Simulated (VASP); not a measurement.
# Hf3GeW (P-6m2) in VASP: relaxation of cell and atoms with PBE

Aim: the relaxation of cell and atoms of Hf3GeW with PBE.

All numbers are computed with VASP 6.6.1; they aren't measurements. Logs are shortened: lines on timing, memory, paths and dates and some standing lists are left out, and cuts for length are marked.

### Step 1. The cell of the first run

It takes space group P-6m2 (No. 187, hexagonal). Conventional cell: a = 4.405 Å, b = 4.405 Å, c = 6.618 Å, α = 90.00°, β = 90.00°, γ = 120.00°. Within 3.9 Å of Hf (site symmetry 3m) lie 3 Ge at 2.98 Å and 3 W at 3.09 Å and 5 Hf at 3.09 to 3.51 Å. Within 3.4 Å of Hf (site symmetry -6m2) lie 3 W at 2.54 Å and 6 Hf at 3.09 Å and 2 Ge at 3.31 Å. Within 3.9 Å of Ge (site symmetry -6m2) lie 8 Hf at 2.98 to 3.31 Å. W (site symmetry -6m2) has 9 Hf at 2.54 to 3.09 Å within 3.4 Å.

The cell was generated, and may not be a known phase.

### Step 2. Relaxation of cell and atoms, PBE

Input file INCAR:

```
PREC = Accurate
ENCUT = 600
EDIFF = 1E-6
ISMEAR = 0
SIGMA = 0.1
LREAL = False
LASPH = True
NELM = 60
ALGO = Fast
ISIF = 3
LWAVE = False
LCHARG = False
GGA = PE
IBRION = 2
NSW = 100
EDIFFG = -0.01
```

Input file KPOINTS:

```
regular mesh
0
Gamma
  12 12 6
```

Input file POSCAR:

```
Hf3GeW
1.0
    4.4049438335      0.0000000000      0.0000000000
   -2.2024719168      3.8147932621      0.0000000000
    0.0000000000      0.0000000000      6.6175551253
Hf Ge W
3 1 1
Direct
    0.6666666667      0.3333333333      0.2651803693
    0.6666666667      0.3333333333      0.7348196307
    0.0000000000      0.0000000000      0.0000000000
    0.0000000000      0.0000000000      0.5000000000
    0.3333333333      0.6666666667      0.0000000000
```

Potentials or basis: VASP PAW PBE potentials, release 64 (Hf_pv, Ge_d, W_sv).

On the command line:

```sh
$ cat potpaw_PBE.64/Hf_pv/POTCAR potpaw_PBE.64/Ge_d/POTCAR potpaw_PBE.64/W_sv/POTCAR > POTCAR
$ mpirun -np 1 vasp_std > vasp.out
```

OUTCAR:

```text
PREC = Accurate
   ENCUT = 600
   EDIFF = 1E-6
   ISMEAR = 0
   LREAL = False
   LASPH = True
   NELM = 60
   ISIF = 3
   GGA = PE
   IBRION = 2
   NSW = 100
   EDIFFG = -0.01

 ion  position               nearest neighbor table
   1  0.667  0.333  0.265-   4 2.98   4 2.98   4 2.98   5 3.09   3 3.09   5 3.09   3 3.09   3 3.09
                             5 3.09   2 3.11   2 3.51
   2  0.667  0.333  0.735-   4 2.98   4 2.98   4 2.98   5 3.09   3 3.09   5 3.09   3 3.09   3 3.09
                             5 3.09   1 3.11   1 3.51
   3  0.000  0.000  0.000-   5 2.54   5 2.54   5 2.54   1 3.09   2 3.09   2 3.09   1 3.09   2 3.09
                             1 3.09   4 3.31   4 3.31
   4  0.000  0.000  0.500-   1 2.98   2 2.98   1 2.98   2 2.98   1 2.98   2 2.98   3 3.31   3 3.31

   5  0.333  0.667  0.000-   3 2.54   3 2.54   3 2.54   1 3.09   2 3.09   1 3.09   2 3.09   1 3.09
                             2 3.09

  LATTYP: Found a hexagonal cell.
 ALAT       =     4.4049438335
 C/A-ratio  =     1.5023018171

  Lattice vectors:

 A1 = (   4.4049438335,   0.0000000000,   0.0000000000)
 A2 = (  -2.2024719168,   3.8147932621,   0.0000000000)
 A3 = (   0.0000000000,   0.0000000000,   6.6175551253)

Analysis of symmetry for initial positions (statically):
=====================================================================
 Subroutine PRICEL returns:
 Original cell was already a primitive cell.

 Routine SETGRP: Setting up the symmetry group for a
 hexagonal supercell.

 Subroutine GETGRP returns: Found 12 space group operations
 (whereof 12 operations were pure point group operations)
 out of a pool of 24 trial point group operations.

The static configuration has the point symmetry D_3h.

Analysis of symmetry for dynamics (positions and initial velocities):
=====================================================================
 Subroutine PRICEL returns:
 Original cell was already a primitive cell.

 Routine SETGRP: Setting up the symmetry group for a
 hexagonal supercell.

 Subroutine GETGRP returns: Found 12 space group operations
 (whereof 12 operations were pure point group operations)
 out of a pool of 24 trial point group operations.

The dynamic configuration has the point symmetry D_3h.

 Subroutine INISYM returns: Found 12 space group operations
 (whereof 12 operations are pure point group operations),
 and found     1 'primitive' translations

----------------------------------------------------------------------------------------

                                     Primitive cell

  volume of cell :     111.2011

  direct lattice vectors                    reciprocal lattice vectors
     4.404943833  0.000000000  0.000000000     0.227017651  0.131068702  0.000000000
    -2.202471917  3.814793262  0.000000000     0.000000000  0.262137403  0.000000000
     0.000000000  0.000000000  6.617555125     0.000000000  0.000000000  0.151113210

  length of vectors
     4.404943833  4.404943834  6.617555125     0.262137403  0.262137403  0.151113210

  position of ions in fractional coordinates (direct lattice)
     0.666666667  0.333333333  0.265180369
     0.666666667  0.333333333  0.734819631
     0.000000000  0.000000000  0.000000000
     0.000000000  0.000000000  0.500000000
     0.333333333  0.666666667  0.000000000

  ion indices of the primitive-cell ions
   primitive index   ion index
                 1           1
                 2           2
                 3           3
                 4           4
                 5           5

----------------------------------------------------------------------------------------

 KPOINTS: regular mesh

Automatic generation of k-mesh.
 Grid dimensions read from file:
 generate k-points for:   12   12    6

 Generating k-lattice:

  Cartesian coordinates                     Fractional coordinates (reciprocal lattice)
     0.018918138  0.010922392  0.000000000     0.083333333  0.000000000  0.000000000
     0.000000000  0.021844784  0.000000000     0.000000000  0.083333333  0.000000000
     0.000000000  0.000000000  0.025185535     0.000000000  0.000000000  0.166666667

  Length of vectors
     0.021844784  0.021844784  0.025185535

  Shift w.r.t. Gamma in fractional coordinates (k-lattice)
     0.000000000  0.000000000  0.000000000

 Subroutine IBZKPT returns following result:
 ===========================================

 Found     76 irreducible k-points:

 Following reciprocal coordinates:
            Coordinates               Weight
  0.000000  0.000000  0.000000      1.000000
  0.083333  0.000000  0.000000      6.000000
  0.166667  0.000000  0.000000      6.000000
  0.250000  0.000000  0.000000      6.000000
  0.333333  0.000000  0.000000      6.000000
  0.416667  0.000000  0.000000      6.000000
[... 16 lines left out ...]
  0.250000  0.000000  0.166667     12.000000
  0.333333  0.000000  0.166667     12.000000
 [... further k-points ...]
   k-points           NKPTS =     76   k-points in BZ     NKDIM =     76   number of bands    NBANDS=     34
   number of dos      NEDOS =    301   number of ions     NIONS =      5
   total plane-waves  NPLWV =  69984
   dimension x,y,z NGX =    36 NGY =   36 NGZ =   54
   dimension x,y,z NGXF=    72 NGYF=   72 NGZF=  108
   ions per type =               3   1   1
   NGX,Y,Z   is equivalent  to a cutoff of  13.59, 13.59, 13.57 a.u.
   NGXF,Y,Z  is equivalent  to a cutoff of  27.17, 27.17, 27.13 a.u.
 SYSTEM =  unknown system
   PREC   = accura    normal or accurate (medium, high low for compatibility)
   ISTART =      0    job   : 0-new  1-cont  2-samecut
   ICHARG =      2    charge: 1-file 2-atom 10-const
   ISPIN  =      1    spin polarized calculation?
   LNONCOLLINEAR =      F non collinear calculations
   LSORBIT =      F    spin-orbit coupling
   LASPH  =      T    aspherical Exc in radial PAW
   ENCUT  =  600.0 eV  44.10 Ry    6.64 a.u.   8.80  8.80 13.22*2*pi/ulx,y,z
   NELM   =     60;   NELMIN=  2; NELMDL= -5     # of ELM steps
   EDIFF  = 0.1E-05   stopping-criterion for ELM
   LREAL  =      F    real-space projection
   EDIFFG = -.1E-01   stopping-criterion for IOM
   NSW    =    100    number of steps for IOM
   IBRION =      2    ionic relax: 0-MD 1-quasi-New 2-CG
   NFREE  =      1    steps in history (QN), initial steepest desc. (CG)
   ISIF   =      3    stress and relaxation
   ISYM   =      2    0-nonsym 1-usesym 2-fastsym
   POTIM  = 0.5000    time-step for ionic-motion
   TEBEG  =    0.0;   TEEND  =   0.0 temperature during run
   PSTRESS=    0.0 pullay stress
   NELECT =      58.0000    total number of electrons
   NUPDOWN=      -1.0000    fix difference up-down
   EMIN   =  10.00;   EMAX   =-10.00  energy-range for DOS
   EFERMI =   0.00;   METHOD = LEGACY
   ISMEAR =     0;   SIGMA  =   0.10  broadening in eV -4-tet -1-fermi 0-gaus
   EFERMI_NEDOS =   21; number of points for ismear=-14 and -15
   IALGO  =     68    algorithm
   IMIX   =      4    mixing-type and parameters
     AMIX     =   0.40;   BMIX     =  1.00
     AMIX_MAG =   1.60;   BMIX_MAG =  1.00
  volume/ion in A,a.u.               =      22.24       150.08
  Fermi-wavevector in a.u.,A,eV,Ry     =   1.317795  2.490271 23.627654  1.736584
  Thomas-Fermi vector in A             =   2.447811
   LORBIT       =      0    0 simple, 1 ext, 2 COOP (PROOUT), +10 PAW based schemes
   GGA     = PE    functional components
   LHFCALC =     F    Hartree Fock is set to
   AEXX    =    0.0000 exact exchange contribution
   IVDW    =     0    specifies the selected vdW correction
   LEPSILON=     F    determine dielectric tensor
   LRPA    =     F    only Hartree local field effects (RPA)
 conjugate gradient relaxation of ions
 non-spin polarized calculation
 RMM-DIIS sequential band-by-band and
 Gauss-broadening in eV      SIGMA  =   0.10
  energy-cutoff  :      600.00
  volume of cell :      111.20
 maximum number of plane-waves:      3746
 NGX is ok and might be reduce to    36
   NGX = 17   NGY = 17   NGZ = 27

--------------------------------------- Ionic step        1  -------------------------------------------

 number of electron      58.0000000 magnetization

 Free energy of the ion-electron system (eV)
  ---------------------------------------------------
  ext. energy  EPLUGINS =         0.00000000
  ---------------------------------------------------
  free energy    TOTEN  =       -45.47920061 eV

  energy without entropy =      -45.46567357  energy(sigma->0) =      -45.47243709

------------------------ aborting loop because EDIFF is reached ----------------------------------------

  FORCE on cell =-STRESS in cart. coord.  units (eV):
  Direction    XX          YY          ZZ          XY          YZ          ZX
  --------------------------------------------------------------------------------------
  -------------------------------------------------------------------------------------
  Total       -0.3161081     -0.3161081     -0.2147706      0.0000000      0.0000000      0.0000000
  in kB       -4.5544636     -4.5544636     -3.0943997      0.0000000      0.0000000      0.0000000
  external PRESSURE =      -4.0677756 kB  Pullay stress =       0.0000000 kB
[... 141 lines left out ...]
  energy  without entropy=      -45.4665682837  energy(sigma->0) =      -45.47325880

--------------------------------------- Ionic step        5  -------------------------------------------

 number of electron      58.0000000 magnetization

 Free energy of the ion-electron system (eV)
  ---------------------------------------------------
  ext. energy  EPLUGINS =         0.00000000
  ---------------------------------------------------
  free energy    TOTEN  =       -45.47998237 eV

  energy without entropy =      -45.46657619  energy(sigma->0) =      -45.47327928

 E-fermi :   5.0496     XC(G=0): -11.0895

 val. band max:        5.0487492035   @ k =   0.5000   0.0000   0.5000
 cond. band min:       5.0775322090   @ k =   0.5000   0.0000   0.3333
 fundamental gap:      0.0287830055
 Fermi energy:         5.0496148769

 k-point     1 :       0.0000    0.0000    0.0000
  band No.  band energies     occupation
      1     -68.2036      2.00000
      2     -32.6078      2.00000
      3     -32.6078      2.00000
      4     -32.4306      2.00000
      5     -25.9203      2.00000
      6     -25.9203      2.00000
[... 877 lines left out ...]
     33       6.5753      0.00000
     34       7.0032      0.00000

 [... further k-points ...]

------------------------ aborting loop because EDIFF is reached ----------------------------------------

  FORCE on cell =-STRESS in cart. coord.  units (eV):
  Direction    XX          YY          ZZ          XY          YZ          ZX
  --------------------------------------------------------------------------------------
  -------------------------------------------------------------------------------------
  Total        0.0317926      0.0317926     -0.0098187     -0.0000000      0.0000000     -0.0000000
  in kB        0.4600764      0.4600764     -0.1420879     -0.0000000      0.0000000     -0.0000000
  external PRESSURE =       0.2593550 kB  Pullay stress =       0.0000000 kB
[... 20 lines left out ...]
  FREE ENERGIE OF THE ION-ELECTRON SYSTEM (eV)
  ---------------------------------------------------
  free  energy   TOTEN  =       -45.4799823652 eV

  energy  without entropy=      -45.4665761862  energy(sigma->0) =      -45.47327928

 reached required accuracy - stopping structural energy minimisation
```

It took 39 min on 1 thread of Intel Xeon Platinum 8375C at 2.90GHz (Ice Lake), shared host; peak memory 0.52 GiB.

What came out:

* Free energy: -45.4800 eV
* Relaxed volume: 22.14 Å³/atom
* Relaxed cell: a = 4.399 Å, b = 4.399 Å, c = 6.607 Å, α = 90.00°, β = 90.00°, γ = 120.00°
* Space group after relaxing (to 0.1 Å): P-6m2 (No. 187)
* Energy gained by relaxing: 0.2 meV/atom
* Ionic steps: 5
* Pressure after relaxing: 0.0 GPa
* Largest force after relaxing: 0.005 eV/Å
* Band gap on the k mesh: zero (bands 29 and 30 overlap by 1.09 eV)

Forces on the atoms (eV/Å):
```
Hf   0.000  0.000 -0.005
Hf   0.000  0.000  0.005
Hf   0.000  0.000  0.000
Ge   0.000  0.000  0.000
W    0.000  0.000  0.000
```

The path:
```tsv
step	energy change (eV)	largest force (eV/Å)	pressure (GPa)	volume (Å³)
1	0.0000	0.0493	-0.41	111.20
2	0.0000	0.0320	0.49	110.29
3	-0.0007	0.0054	0.01	110.72
4	-0.0007	0.0071	-0.01	110.74
5	-0.0008	0.0052	0.03	110.72
```

Final structure:
```
Hf Ge W
1.0
     4.39886    0.00000    0.00000
    -2.19943    3.80953    0.00000
     0.00000    0.00000    6.60686
Hf Ge W
3 1 1
Direct
  0.66667 0.33333 0.26495
  0.66667 0.33333 0.73505
  0.00000 0.00000 0.00000
  0.00000 0.00000 0.50000
  0.33333 0.66667 0.00000
```

Caveat: spin-orbit coupling is left out, which moves the levels of the heavy elements.

The gap in the log of VASP goes by the Fermi energy; the results here count the filled bands.